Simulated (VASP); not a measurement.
Wanted: the native input for a VASP 6.6.1 run.

| Item | Value |
| --- | --- |
| Task | single point |
| Functional | PBE |
| Potentials or basis | VASP PAW PBE potentials, release 64 (Sr_sv, Si, Te) |
| Cutoff | 520 eV |
| k mesh | 6 × 6 × 6 |
| Occupations | gaussian, width 0.1 eV |
| Spin | no spin polarisation |
| Dipole correction | no |
| Further INCAR settings | ALGO = Fast; EDIFF = 1e-06; NBANDS = 28 |

The structure of Sr3SiTe lies in POSCAR:

```
Sr3SiTe
1.0
    5.9554682584      0.0000000000      0.0000000000
    0.0000000000      5.9554682584      0.0000000000
    0.0000000000      0.0000000000      6.1806115769
Sr Si Te
3 1 1
Direct
    0.5000000000      0.0000000000      0.9370531419
    0.0000000000      0.5000000000      0.9370531419
    0.0000000000      0.0000000000      0.4880386621
    0.0000000000      0.0000000000      0.0064331933
    0.5000000000      0.5000000000      0.6314218608
```

These files were run (other wordings do the same):

INCAR

```
SYSTEM = Sr3SiTe
PREC = Accurate ; ENCUT = 520
EDIFF = 1E-6 ; ISMEAR = 0
SIGMA = 0.1 ; LREAL = .FALSE.
LASPH = .TRUE. ; NELM = 80
ALGO = Fast ; ISIF = 2
LWAVE = .FALSE. ; LCHARG = .FALSE.
GGA = PE ; NBANDS = 28
```

KPOINTS

```
regular mesh
0
G
  6 6 6
  0 0 0
```

Potentials or basis: VASP PAW PBE potentials, release 64 (Sr_sv, Si, Te).

The run is started by

```sh
$ cat potpaw_PBE.64/Sr_sv/POTCAR potpaw_PBE.64/Si/POTCAR potpaw_PBE.64/Te/POTCAR > POTCAR
$ mpirun -np 1 vasp_std > vasp.out
```

Results of the run:

```json
{"Pressure": "0.0 GPa", "Largest force": "0.008 eV/Å", "Band gap on the k mesh": "zero (filled and empty bands touch)"}
```

Caveat: semilocal functionals underestimate gaps, and a narrow one can read as zero; spin-orbit coupling is left out, which moves the levels of the heavy elements.

Wall time 4.6 min on 1 thread of Intel(R) Xeon(R) Platinum 8488C (Sapphire Rapids), on a shared host, peak memory 0.47 GiB.
